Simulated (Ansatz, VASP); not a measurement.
C: VASP beside Ansatz

```
CELL_PARAMETERS angstrom
1.23250 0.71158 3.36139
-1.23250 0.71158 3.36139
0.00000 -1.42317 3.36139
ATOMIC_POSITIONS crystal
C 0.17479 0.17479 0.14317
C 0.82521 0.82521 0.85683
```

Change from the starting cell: mode 4 frozen in at -0.024 Å and mode 6 at +0.045 Å (largest displacements).

Alike in both runs: task single point; functional PBE; dispersion D3(BJ); k mesh 15 × 15 × 15; occupations gaussian, width 0.05 eV; no spin polarisation.

```csv
,VASP,Ansatz
version,VASP 6.6.1,Ansatz 0.2.0
potentials or method,"VASP PAW PBE potentials, release 64 (C), cutoff 520 eV","scalar-relativistic, plane waves, PAW"
valence electrons in the cell,8,8
```

Ansatz gave:

| Quantity | Value |
| --- | --- |
| gap on the k mesh at the Fermi level (eV) | 0.36 |
| least direct gap on the mesh (eV) | 0.36 |
| pressure (GPa) | 3.2 |
| traceless stress, the component that is largest in VASP (GPa) | 10.13 |
| rms of the force components (eV/Å) | 2.508 |

Question: Estimate VASP's values.

Answer: gap on the k mesh at the Fermi level (eV): 0.36; least direct gap on the mesh (eV): 0.36; pressure (GPa): 3.5; traceless stress, the component that is largest in VASP (GPa): 10.54; rms of the force components (eV/Å): 2.511.

Atom by atom the forces differ by 0.004 eV/Å (rms over components).
